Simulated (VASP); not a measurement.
Sc: relaxation of cell and atoms with PBE

The system is Sc.

```
CELL_PARAMETERS angstrom
-1.56690 1.56690 1.56690
1.56690 -1.56690 1.56690
1.56690 1.56690 -1.56690
ATOMIC_POSITIONS crystal
Sc 0.00000 0.00000 0.00000
```

This isn't the form of Sc at room conditions, which is hcp.

```
Program                : VASP 6.6.1
Task                   : relaxation of cell and atoms
Functional             : PBE
Potentials or basis    : VASP PAW PBE potentials, release 64 (Sc_sv)
Cutoff                 : 500 eV
k mesh                 : 17 × 17 × 17
Occupations            : fermi-dirac, width 0.05 eV
Spin                   : no spin polarisation
Target pressure        : 51 GPa
Dipole correction      : no
Further INCAR settings : ALGO = Normal; EDIFF = 1e-07; IBRION = 2; EDIFFG = -0.005; NSW = 32; ISIF = 3
```

* Relaxed volume: 15.42 Å³/atom
* Relaxed cell: a = 2.716 Å, b = 2.716 Å, c = 2.716 Å, α = 109.47°, β = 109.47°, γ = 109.47°
* Space group after relaxing (to 0.1 Å): Im-3m (No. 229)
* Energy change on relaxing (the run minimises the enthalpy): -9.5 meV/atom
* Ionic steps: 3
* Pressure after relaxing: 51.0 GPa
* Band gap on the k mesh: zero (an odd number of electrons rules out a gap without spin polarisation)

The path:
```tsv
step	energy change (eV)	largest force (eV/Å)	pressure (GPa)	volume (Å³)
1	0.0000	0.0000	51.35	15.39
2	-0.0241	0.0000	50.47	15.46
3	-0.0095	0.0000	50.99	15.42
```

Final structure:
```
Sc
1.0
    -1.56791    1.56791    1.56791
     1.56791   -1.56791    1.56791
     1.56791    1.56791   -1.56791
Sc
1
Direct
  0.00000 0.00000 0.00000
```

Levels at points of the mesh, in eV from the Fermi level:
```csv
k point,band 2,band 3,band 4,band 5,band 6,band 7,band 8,band 9
"(0.00, 0.00, 0.00)",-26.32,-26.32,-26.32,-5.63,2.04,2.04,2.04,4.44
```

Wall time 42 s on 1 thread of Oxide Virtual Turin-like Processor, with other jobs on the host, peak memory 0.11 GiB.

Caveat: the cell is relaxed towards a set pressure, so the run minimises the enthalpy, not the energy.
